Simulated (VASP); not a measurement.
# CsSnI3 (Pm-3m) in VASP: a series of runs

The runs below take CsSnI3 through single point, with PBEsol.

Program: VASP 6.6.1. These are calculated values, not measurements. Logs are shortened: lines on timing, memory, paths and dates and some standing lists are left out, and cuts for length are marked.

### Step 1. The cell of the first run

Symmetry: Pm-3m, No. 221, cubic system. Conventional cell: a = 6.079 Å, b = 6.079 Å, c = 6.079 Å, α = 90.00°, β = 90.00°, γ = 90.00°. Within 5.6 Å of Cs (site symmetry m-3m) lie 12 I at 4.30 Å and 8 Sn at 5.26 Å. I (site symmetry 4/mmm) has 2 Sn at 3.04 Å within 4.0 Å. Sn (site symmetry m-3m) has 6 I at 3.04 Å within 4.0 Å.

### Step 2. Single point, PBEsol (volume scaled by 0.94)

File INCAR:

```
PREC = Accurate ; ENCUT = 520
EDIFF = 1E-6 ; ISMEAR = -1
SIGMA = 0.05 ; LREAL = False
LASPH = True ; NELM = 80
ALGO = Normal ; ISIF = 2
LWAVE = False ; LCHARG = True
GGA = PS ; LELF = True
LVHAR = True ; NBANDS = 30
```

File KPOINTS:

```
regular mesh
0
Gamma
  5 5 5
```

File POSCAR:

```
CsSnI3
1.0
    6.0790175149      0.0000000000      0.0000000000
    0.0000000000      6.0790175149      0.0000000000
    0.0000000000      0.0000000000      6.0790175149
Cs I Sn
1 3 1
Direct
    0.0000000000      0.0000000000      0.0000000000
    0.5000000000      0.5000000000      0.0000000000
    0.5000000000      0.0000000000      0.5000000000
    0.0000000000      0.5000000000      0.5000000000
    0.5000000000      0.5000000000      0.5000000000
```

Potentials or basis: VASP PAW PBE potentials, release 64 (Cs_sv, I, Sn_d).

Launch:

```
$ cat potpaw_PBE.64/Cs_sv/POTCAR potpaw_PBE.64/I/POTCAR potpaw_PBE.64/Sn_d/POTCAR > POTCAR
$ mpirun -np 1 vasp_std > vasp.out
```

OUTCAR:

```text
PREC = Accurate
   ENCUT = 520
   EDIFF = 1E-6
   ISMEAR = -1
   LREAL = False
   LASPH = True
   NELM = 80
   ISIF = 2
   GGA = PS

 ion  position               nearest neighbor table
   1  0.000  0.000  0.000-
   2  0.500  0.500  0.000-   5 3.04   5 3.04
   3  0.500  0.000  0.500-   5 3.04   5 3.04
   4  0.000  0.500  0.500-   5 3.04   5 3.04
   5  0.500  0.500  0.500-   2 3.04   3 3.04   4 3.04   2 3.04   3 3.04   4 3.04

  LATTYP: Found a simple cubic cell.
 ALAT       =     6.0790175149

  Lattice vectors:

 A1 = (   6.0790175149,   0.0000000000,   0.0000000000)
 A2 = (   0.0000000000,   6.0790175149,   0.0000000000)
 A3 = (   0.0000000000,   0.0000000000,   6.0790175149)

Analysis of symmetry for initial positions (statically):
=====================================================================
 Subroutine PRICEL returns:
 Original cell was already a primitive cell.

 Routine SETGRP: Setting up the symmetry group for a
 simple cubic supercell.

 Subroutine GETGRP returns: Found 48 space group operations
 (whereof 48 operations were pure point group operations)
 out of a pool of 48 trial point group operations.

The static configuration has the point symmetry O_h .

Analysis of symmetry for dynamics (positions and initial velocities):
=====================================================================
 Subroutine PRICEL returns:
 Original cell was already a primitive cell.

 Routine SETGRP: Setting up the symmetry group for a
 simple cubic supercell.

 Subroutine GETGRP returns: Found 48 space group operations
 (whereof 48 operations were pure point group operations)
 out of a pool of 48 trial point group operations.

The dynamic configuration has the point symmetry O_h .

 Subroutine INISYM returns: Found 48 space group operations
 (whereof 48 operations are pure point group operations),
 and found     1 'primitive' translations

----------------------------------------------------------------------------------------

                                     Primitive cell

  volume of cell :     224.6468

  direct lattice vectors                    reciprocal lattice vectors
     6.079017515  0.000000000  0.000000000     0.164500266  0.000000000  0.000000000
     0.000000000  6.079017515  0.000000000     0.000000000  0.164500266  0.000000000
     0.000000000  0.000000000  6.079017515     0.000000000  0.000000000  0.164500266

[... 73 lines left out ...]
   NELM   =     80;   NELMIN=  2; NELMDL= -5     # of ELM steps
   EDIFF  = 0.1E-05   stopping-criterion for ELM
   LREAL  =      F    real-space projection
   EDIFFG = 0.1E-04   stopping-criterion for IOM
   NSW    =      0    number of steps for IOM
   IBRION =     -1    ionic relax: 0-MD 1-quasi-New 2-CG
   NFREE  =      0    steps in history (QN), initial steepest desc. (CG)
   ISIF   =      2    stress and relaxation
   ISYM   =      2    0-nonsym 1-usesym 2-fastsym
   POTIM  = 0.5000    time-step for ionic-motion
   TEBEG  =    0.0;   TEEND  =   0.0 temperature during run
   PSTRESS=    0.0 pullay stress
   NELECT =      44.0000    total number of electrons
   NUPDOWN=      -1.0000    fix difference up-down
   EMIN   =  10.00;   EMAX   =-10.00  energy-range for DOS
   EFERMI =   0.00;   METHOD = LEGACY
   ISMEAR =    -1;   SIGMA  =   0.05  broadening in eV -4-tet -1-fermi 0-gaus
   EFERMI_NEDOS =   21; number of points for ismear=-14 and -15
   IALGO  =     38    algorithm
   IMIX   =      4    mixing-type and parameters
     AMIX     =   0.40;   BMIX     =  1.00
     AMIX_MAG =   1.60;   BMIX_MAG =  1.00
  volume/ion in A,a.u.               =      44.93       303.20
  Fermi-wavevector in a.u.,A,eV,Ry     =   0.950734  1.796627 12.298238  0.903895
  Thomas-Fermi vector in A             =   2.079138
   LORBIT       =      0    0 simple, 1 ext, 2 COOP (PROOUT), +10 PAW based schemes
   GGA     = PS    functional components
   LHFCALC =     F    Hartree Fock is set to
   AEXX    =    0.0000 exact exchange contribution
   IVDW    =     0    specifies the selected vdW correction
   LEPSILON=     F    determine dielectric tensor
   LRPA    =     F    only Hartree local field effects (RPA)
 non-spin polarized calculation
  energy-cutoff  :      520.00
  volume of cell :      224.65
 maximum number of plane-waves:      6060
 NGX is ok and might be reduce to    48
   NGX = 23   NGY = 23   NGZ = 23

 number of electron      44.0000021 magnetization

 Free energy of the ion-electron system (eV)
  ---------------------------------------------------
  ext. energy  EPLUGINS =         0.00000000
  ---------------------------------------------------
  free energy    TOTEN  =       -15.12167518 eV

  energy without entropy =      -15.12167517  energy(sigma->0) =      -15.12167517

 E-fermi :   3.2836     XC(G=0):  -7.9546

 val. band max:        2.4673070660   @ k =   0.4000   0.4000   0.4000
 cond. band min:       4.1346145725   @ k =   0.4000   0.4000   0.4000
 fundamental gap:      1.6673075064
 Fermi energy:         3.2835535221

 k-point     1 :       0.0000    0.0000    0.0000
  band No.  band energies     occupation
      1     -18.9869      2.00000
      2     -18.6381      2.00000
      3     -18.6381      2.00000
      4     -18.6063      2.00000
      5     -18.6063      2.00000
      6     -18.6063      2.00000
[... 319 lines left out ...]
     29       7.3057      0.00000
     30       8.3696      0.00000

------------------------ aborting loop because EDIFF is reached ----------------------------------------

  FORCE on cell =-STRESS in cart. coord.  units (eV):
  Direction    XX          YY          ZZ          XY          YZ          ZX
  --------------------------------------------------------------------------------------
  -------------------------------------------------------------------------------------
  Total        0.5349527      0.5349527      0.5349527     -0.0000000      0.0000000     -0.0000000
  in kB        3.8152741      3.8152741      3.8152741     -0.0000000      0.0000000     -0.0000000
  external PRESSURE =       3.8152741 kB  Pullay stress =       0.0000000 kB

 VOLUME and BASIS-vectors are now :
 -----------------------------------------------------------------------------
  energy-cutoff  :      520.00
  volume of cell :      224.65
      direct lattice vectors                 reciprocal lattice vectors
     6.079017515  0.000000000  0.000000000     0.164500266  0.000000000  0.000000000
     0.000000000  6.079017515  0.000000000     0.000000000  0.164500266  0.000000000
     0.000000000  0.000000000  6.079017515     0.000000000  0.000000000  0.164500266

 POSITION                                       TOTAL-FORCE (eV/Angst)
 -----------------------------------------------------------------------------------
      0.00000      0.00000      0.00000         0.000000      0.000000      0.000000
      3.03951      3.03951      0.00000         0.000000      0.000000      0.000000
      3.03951      0.00000      3.03951         0.000000      0.000000      0.000000
      0.00000      3.03951      3.03951         0.000000      0.000000      0.000000
      3.03951      3.03951      3.03951         0.000000      0.000000      0.000000
 -----------------------------------------------------------------------------------
    total drift:                                0.000000     -0.000000     -0.000000

  FREE ENERGIE OF THE ION-ELECTRON SYSTEM (eV)
  ---------------------------------------------------
  free  energy   TOTEN  =       -15.1216751837 eV

  energy  without entropy=      -15.1216751651  energy(sigma->0) =      -15.12167517
```

stdout:

```text
POSCAR found type information on POSCAR CsI Sn
 POSCAR found :  3 types and       5 ions
 scaLAPACK will be used
 -----------------------------------------------------------------------------
|                                                                             |
|                                                                             |
|     You enforced a specific xc type in the INCAR file but a different       |
|     I HOPE YOU KNOW WHAT YOU ARE DOING!                                     |
|                                                                             |
 -----------------------------------------------------------------------------

 LDA part: xc-table for (Slater+PW92), standard interpolation
 POSCAR, INCAR and KPOINTS ok, starting setup
 FFT: planning ... GRIDC
 FFT: planning ... GRID_SOFT
 FFT: planning ... GRID
 WAVECAR not read
 entering main loop
```

Run time: 66 s. Hardware: 1 thread of Intel Xeon Platinum 8375C at 2.90GHz (Ice Lake), shared host; peak memory 0.34 GiB.

Results:

```
Free energy            : -15.1217 eV
Pressure               : 0.4 GPa
Band gap on the k mesh : 1.67 eV, direct
```

Caveat: the PAW data sets were made with another functional, which shifts forces and pressure a little; spin-orbit coupling is left out, which moves the levels of the heavy elements. A k mesh can miss the band edges.

### Step 3. Single point, PBEsol (volume scaled by 0.96)

File INCAR:

```
PREC = Accurate
ENCUT = 520
EDIFF = 1E-7
ISMEAR = -1
SIGMA = 0.05
LREAL = False
LASPH = True
NELM = 60
ALGO = Normal
ISIF = 2
LWAVE = False
LCHARG = False
GGA = PS
NBANDS = 30
```

KPOINTS is that of step 2.

POSCAR: that of step 2 with these lines changed.

```diff
@@ -2,5 +2,5 @@
 1.0
-    6.0790175149      0.0000000000      0.0000000000
-    0.0000000000      6.0790175149      0.0000000000
-    0.0000000000      0.0000000000      6.0790175149
+    6.1218289079      0.0000000000      0.0000000000
+    0.0000000000      6.1218289079      0.0000000000
+    0.0000000000      0.0000000000      6.1218289079
 Cs I Sn
```

Potentials or basis: VASP PAW PBE potentials, release 64 (Cs_sv, I, Sn_d).

Launch:

```
$ cat potpaw_PBE.64/Cs_sv/POTCAR potpaw_PBE.64/I/POTCAR potpaw_PBE.64/Sn_d/POTCAR > POTCAR
$ mpirun -np 1 vasp_std > vasp.out
```

Wall time 84 s (1 thread of Intel Xeon Platinum 8375C at 2.90GHz (Ice Lake), shared host); peak memory 0.35 GiB.

It converged, with:

```
Free energy            : -15.1274 eV
Pressure               : 0.0 GPa
Band gap on the k mesh : 1.69 eV, direct
```

Levels at points of the mesh, in eV from the valence-band top:
```tsv
k point	band 19	band 20	band 21	band 22	band 23	band 24	band 25	band 26
(0.00, 0.00, 0.00)	-1.58	-1.40	-1.40	-1.40	2.89	3.78	3.78	4.11
```

Caveat: the PAW data sets were made with another functional, which shifts forces and pressure a little; spin-orbit coupling is left out, which moves the levels of the heavy elements. A k mesh can miss the band edges.
